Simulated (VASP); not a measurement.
# LiSi16 (a cell with a defect) in VASP: relaxation of the atoms with LDA

Aim: the relaxation of the atoms of LiSi16 (a cell with a defect) with LDA.

All numbers are computed with VASP 6.6.1; they aren't measurements. Logs are shortened: lines on timing, memory, paths and dates and some standing lists are left out, and cuts for length are marked.

## Step 1: The cell of the first run

The cell holds a defect, 17 atoms: a = 7.679 Å, b = 7.679 Å, c = 7.679 Å, α = 60.00°, β = 60.00°, γ = 60.00°.

## Step 2: Relaxation of the atoms, LDA

INCAR reads:

```
SYSTEM = LiSi16
  PREC = Accurate
  ENCUT = 520
  EDIFF = 1E-7
  ISMEAR = -1
  SIGMA = 0.05
  LREAL = Auto
  LASPH = .True.
  NELM = 80
  ALGO = Normal
  ISIF = 2
  LWAVE = .False.
  LCHARG = .False.
  IBRION = 2
  NSW = 45
  EDIFFG = -0.08
  NELECT = 66.0
```

KPOINTS reads:

```
regular mesh
0
Gamma
  2 2 2
  0 0 0
```

POSCAR reads:

```
LiSi16
1.0
    0.0000000000      5.4300000000      5.4300000000
    5.4300000000      0.0000000000      5.4300000000
    5.4300000000      5.4300000000      0.0000000000
Si Li
16 1
Direct
    0.0000000000      0.0000000000      0.0000000000
    0.1250000000      0.1250000000      0.1250000000
    0.0000000000      0.0000000000      0.5000000000
    0.1250000000      0.1250000000      0.6250000000
    0.0000000000      0.5000000000      0.0000000000
    0.1250000000      0.6250000000      0.1250000000
    0.0000000000      0.5000000000      0.5000000000
    0.1250000000      0.6250000000      0.6250000000
    0.5000000000      0.0000000000      0.0000000000
    0.6250000000      0.1250000000      0.1250000000
    0.5000000000      0.0000000000      0.5000000000
    0.6250000000      0.1250000000      0.6250000000
    0.5000000000      0.5000000000      0.0000000000
    0.6250000000      0.6250000000      0.1250000000
    0.5000000000      0.5000000000      0.5000000000
    0.6250000000      0.6250000000      0.6250000000
    0.2511643000      0.7519258000      0.7470140000
```

Potentials or basis: VASP PAW LDA potentials, release 64 (Si, Li_sv).

Launch:

```bash
$ cat potpaw_LDA.64/Si/POTCAR potpaw_LDA.64/Li_sv/POTCAR > POTCAR
$ mpirun -np 1 vasp_std > vasp.out
```

OUTCAR:

```text
SYSTEM = LiSi16
   PREC = Accurate
   ENCUT = 520
   EDIFF = 1E-7
   ISMEAR = -1
   LREAL = Auto
   LASPH = .True.
   NELM = 80
   ISIF = 2
   IBRION = 2
   NSW = 45
   EDIFFG = -0.08
   NELECT = 66.0

 ion  position               nearest neighbor table
   1  0.000  0.000  0.000-   2 2.35   4 2.35   6 2.35  10 2.35  17 2.72
   2  0.125  0.125  0.125-   1 2.35   3 2.35   5 2.35   9 2.35
   3  0.000  0.000  0.500-   2 2.35   4 2.35   8 2.35  12 2.35  17 2.71
   4  0.125  0.125  0.625-  17 2.34   3 2.35   7 2.35  11 2.35   1 2.35
   5  0.000  0.500  0.000-   2 2.35   6 2.35   8 2.35  14 2.35  17 2.73
   6  0.125  0.625  0.125-   1 2.35   5 2.35   7 2.35  13 2.35  17 2.37
   7  0.000  0.500  0.500-   4 2.35   6 2.35   8 2.35  16 2.35
   8  0.125  0.625  0.625-   3 2.35   5 2.35   7 2.35  15 2.35  17 2.35
   9  0.500  0.000  0.000-   2 2.35  10 2.35  12 2.35  14 2.35
  10  0.625  0.125  0.125-   1 2.35   9 2.35  11 2.35  13 2.35
  11  0.500  0.000  0.500-   4 2.35  10 2.35  12 2.35  16 2.35  17 2.70
  12  0.625  0.125  0.625-   3 2.35   9 2.35  11 2.35  15 2.35
  13  0.500  0.500  0.000-   6 2.35  10 2.35  14 2.35  16 2.35  17 2.72
  14  0.625  0.625  0.125-   5 2.35   9 2.35  13 2.35  15 2.35
  15  0.500  0.500  0.500-   8 2.35  12 2.35  14 2.35  16 2.35  17 2.71
  16  0.625  0.625  0.625-  17 2.34  11 2.35  13 2.35  15 2.35   7 2.35
  17  0.251  0.752  0.747-   4 2.34  16 2.34   8 2.35   6 2.37  11 2.70   3 2.71  15 2.71   1 2.72
                            13 2.72   5 2.73

  LATTYP: Found a face centered cubic cell.
 ALAT       =    10.8600000000

  Lattice vectors:

 A1 = (   0.0000000000,   5.4300000000,   5.4300000000)
 A2 = (   5.4300000000,   0.0000000000,   5.4300000000)
 A3 = (   5.4300000000,   5.4300000000,   0.0000000000)

Analysis of symmetry for initial positions (statically):
=====================================================================
 Subroutine PRICEL returns:
 Original cell was already a primitive cell.

 Routine SETGRP: Setting up the symmetry group for a
 face centered cubic supercell.

 Subroutine GETGRP returns: Found  1 space group operations
 (whereof  1 operations were pure point group operations)
 out of a pool of 48 trial point group operations.

The static configuration has the point symmetry C_1 .

Analysis of symmetry for dynamics (positions and initial velocities):
=====================================================================
 Subroutine PRICEL returns:
 Original cell was already a primitive cell.

 Routine SETGRP: Setting up the symmetry group for a
 face centered cubic supercell.

 Subroutine GETGRP returns: Found  1 space group operations
 (whereof  1 operations were pure point group operations)
 out of a pool of 48 trial point group operations.

The dynamic configuration has the point symmetry C_1 .
[... 105 lines left out ...]
   ICHARG =      2    charge: 1-file 2-atom 10-const
   ISPIN  =      1    spin polarized calculation?
   LNONCOLLINEAR =      F non collinear calculations
   LSORBIT =      F    spin-orbit coupling
   LASPH  =      T    aspherical Exc in radial PAW
   ENCUT  =  520.0 eV  38.22 Ry    6.18 a.u.  14.28 14.28 14.28*2*pi/ulx,y,z
   NELM   =     80;   NELMIN=  2; NELMDL= -5     # of ELM steps
   EDIFF  = 0.1E-06   stopping-criterion for ELM
   LREAL  =      T    real-space projection
   EDIFFG = -.8E-01   stopping-criterion for IOM
   NSW    =     45    number of steps for IOM
   IBRION =      2    ionic relax: 0-MD 1-quasi-New 2-CG
   NFREE  =      1    steps in history (QN), initial steepest desc. (CG)
   ISIF   =      2    stress and relaxation
   ISYM   =      2    0-nonsym 1-usesym 2-fastsym
   POTIM  = 0.5000    time-step for ionic-motion
   TEBEG  =    0.0;   TEEND  =   0.0 temperature during run
   PSTRESS=    0.0 pullay stress
   NELECT =      66.0000    total number of electrons
   NUPDOWN=      -1.0000    fix difference up-down
   EMIN   =  10.00;   EMAX   =-10.00  energy-range for DOS
   EFERMI =   0.00;   METHOD = LEGACY
   ISMEAR =    -1;   SIGMA  =   0.05  broadening in eV -4-tet -1-fermi 0-gaus
   EFERMI_NEDOS =   21; number of points for ismear=-14 and -15
   IALGO  =     38    algorithm
   IMIX   =      4    mixing-type and parameters
     AMIX     =   0.40;   BMIX     =  1.00
     AMIX_MAG =   1.60;   BMIX_MAG =  1.00
  volume/ion in A,a.u.               =      18.84       127.11
  Fermi-wavevector in a.u.,A,eV,Ry     =   0.967044  1.827449 12.723821  0.935174
  Thomas-Fermi vector in A             =   2.096897
   LORBIT       =      0    0 simple, 1 ext, 2 COOP (PROOUT), +10 PAW based schemes
   GGA     = CA    functional components
   LHFCALC =     F    Hartree Fock is set to
   AEXX    =    0.0000 exact exchange contribution
   IVDW    =     0    specifies the selected vdW correction
   LEPSILON=     F    determine dielectric tensor
   LRPA    =     F    only Hartree local field effects (RPA)
 conjugate gradient relaxation of ions
 non-spin polarized calculation
  energy-cutoff  :      520.00
  volume of cell :      320.21
 maximum number of plane-waves:      8646
 NGX is ok and might be reduce to    60
   NGX = 29   NGY = 29   NGZ = 29

--------------------------------------- Ionic step        1  -------------------------------------------

 number of electron      66.0000003 magnetization

 Free energy of the ion-electron system (eV)
  ---------------------------------------------------
  ext. energy  EPLUGINS =         0.00000000
  ---------------------------------------------------
  free energy    TOTEN  =      -102.27501293 eV

  energy without entropy =     -102.27285328  energy(sigma->0) =     -102.27393311

------------------------ aborting loop because EDIFF is reached ----------------------------------------

  FORCE on cell =-STRESS in cart. coord.  units (eV):
  Direction    XX          YY          ZZ          XY          YZ          ZX
  --------------------------------------------------------------------------------------
  -------------------------------------------------------------------------------------
  Total       -8.3415825     -8.3422473     -8.3427675     -0.0932465      0.0320688      0.0552851
  in kB      -41.7377992    -41.7411260    -41.7437286     -0.4665665      0.1604587      0.2766235
  external PRESSURE =     -41.7408846 kB  Pullay stress =       0.0000000 kB
[... 89 lines left out ...]
--------------------------------------- Ionic step        3  -------------------------------------------

 number of electron      65.9999999 magnetization

 Free energy of the ion-electron system (eV)
  ---------------------------------------------------
  ext. energy  EPLUGINS =         0.00000000
  ---------------------------------------------------
  free energy    TOTEN  =      -102.37325278 eV

  energy without entropy =     -102.37050179  energy(sigma->0) =     -102.37187728

 E-fermi :   6.2484     XC(G=0):  -9.6487

 val. band max:        5.9914959241   @ k =   0.0000   0.0000   0.0000
 cond. band min:       6.5108683917   @ k =   0.0000   0.0000   0.0000
 fundamental gap:      0.5193724676
 Fermi energy:         6.2483681216

 k-point     1 :       0.0000    0.0000    0.0000
  band No.  band energies     occupation
      1     -39.5270      2.00000
      2      -5.9774      2.00000
      3      -3.7141      2.00000
      4      -3.6624      2.00000
      5      -3.6621      2.00000
      6      -3.6616      2.00000
[... 393 lines left out ...]
  FREE ENERGIE OF THE ION-ELECTRON SYSTEM (eV)
  ---------------------------------------------------
  free  energy   TOTEN  =      -102.3732527778 eV

  energy  without entropy=     -102.3705017857  energy(sigma->0) =     -102.37187728

 reached required accuracy - stopping structural energy minimisation
```

CONTCAR:

```text
LiSi16
   1.00000000000000
     0.0000000000000000    5.4299999999999997    5.4299999999999997
     5.4299999999999997    0.0000000000000000    5.4299999999999997
     5.4299999999999997    5.4299999999999997    0.0000000000000000
  Si              Li
    16     1
Direct
     0.9984884911368895    0.0014557083794484    0.0015785455149739
     0.1271076496828712    0.1243283724777583    0.1242622734992521
     0.9984359119538998    0.0015573702616574    0.4983974318259382
     0.1224961257886851    0.1323360737118019    0.6226299591446657
     0.9985220150399388    0.4985291259106196    0.0015099007814863
     0.1228247710393238    0.6228014274218774    0.1315097043153035
[... 9 lines left out ...]
     0.6322011890712206    0.6225252833140522    0.6226823881552497
     0.2509093617337024    0.7514924326731260    0.7476763813148680

  0.00000000E+00  0.00000000E+00  0.00000000E+00
  0.00000000E+00  0.00000000E+00  0.00000000E+00
  0.00000000E+00  0.00000000E+00  0.00000000E+00
  0.00000000E+00  0.00000000E+00  0.00000000E+00
  0.00000000E+00  0.00000000E+00  0.00000000E+00
  0.00000000E+00  0.00000000E+00  0.00000000E+00
[... 9 lines left out ...]
  0.00000000E+00  0.00000000E+00  0.00000000E+00
  0.00000000E+00  0.00000000E+00  0.00000000E+00
```

Wall time 6.6 min (1 thread of Intel Xeon Platinum 8488C (Sapphire Rapids), shared host); peak memory 0.39 GiB.

Results:

```
Free energy                  : -102.3733 eV
Energy gained by relaxing    : 5.8 meV/atom
Ionic steps                  : 3
Largest force after relaxing : 0.068 eV/Å
```

Forces on the atoms (eV/Å):
```
Si   0.066 -0.010  0.009
Si  -0.014  0.013  0.015
Si   0.005 -0.063  0.003
Si  -0.034  0.032 -0.031
Si  -0.006 -0.005 -0.067
Si  -0.018 -0.018  0.019
Si  -0.010 -0.019  0.032
Si   0.025  0.025  0.028
Si   0.001  0.001 -0.002
Si  -0.015 -0.015 -0.013
Si   0.002 -0.001  0.063
Si   0.015  0.014 -0.014
Si  -0.008  0.066  0.007
Si   0.013 -0.015  0.015
Si  -0.064  0.004  0.001
Si   0.030 -0.032 -0.028
Li   0.013  0.022 -0.036
```

The path:
| step | energy change (eV) | largest force (eV/Å) | pressure (GPa) |
| --- | --- | --- | --- |
| 1 | 0.0000 | 0.8918 | -4.17 |
| 2 | -0.0978 | 0.0829 | -4.24 |
| 3 | -0.0982 | 0.0679 | -4.23 |

Final structure:
```
Si Li
1.0
     0.00000    5.43000    5.43000
     5.43000    0.00000    5.43000
     5.43000    5.43000    0.00000
Si Li
16 1
Direct
  0.99849 0.00146 0.00158
  0.12711 0.12433 0.12426
  0.99844 0.00156 0.49840
  0.12250 0.13234 0.62263
  0.99852 0.49853 0.00151
  0.12282 0.62280 0.13151
  0.00002 0.50004 0.49994
  0.12264 0.62261 0.62277
  0.49999 0.99998 0.00003
  0.62431 0.12432 0.12425
  0.50162 0.00160 0.49837
  0.62428 0.12429 0.62717
  0.50145 0.49851 0.00155
  0.62433 0.62710 0.12427
  0.50155 0.49846 0.49841
  0.63220 0.62253 0.62268
  0.25091 0.75149 0.74768
```

Levels at points of the mesh, in eV from the Fermi level:
```tsv
k point	band 30	band 31	band 32	band 33	band 34	band 35	band 36	band 37
(0.00, 0.00, 0.00)	-1.38	-0.26	-0.26	-0.26	0.26	0.27	0.27	0.33
(0.50, 0.00, 0.00)	-1.09	-1.08	-0.98	-0.98	0.83	1.02	1.03	1.23
(0.00, 0.50, 0.00)	-1.08	-1.08	-0.98	-0.98	0.82	1.03	1.03	1.23
(0.00, 0.00, 0.50)	-1.08	-1.08	-0.98	-0.98	0.83	1.02	1.03	1.23
(0.50, 0.50, 0.50)	-1.09	-1.08	-0.98	-0.98	0.83	1.02	1.03	1.23
(0.50, 0.50, 0.00)	-1.61	-1.61	-1.58	-1.53	0.71	0.78	1.83	1.95
(0.00, 0.50, 0.50)	-1.61	-1.61	-1.58	-1.53	0.71	0.78	1.83	1.95
(0.50, 0.00, 0.50)	-1.61	-1.61	-1.58	-1.53	0.71	0.78	1.83	1.95
```

Caveat: the k points lie up to 0.50 Å⁻¹ apart; the cell carries a net charge on a neutralising background, which shifts energy and pressure; the cell is charged against a uniform background, so pressure and absolute levels hang on convention; the cutoff is under 1.25 times the usual one of these potentials, so pressure, stress and relaxed cells hold a basis-set (Pulay) error; the relaxation stopped at a loose force limit of 0.08 eV/Å, so its end isn't a converged minimum.
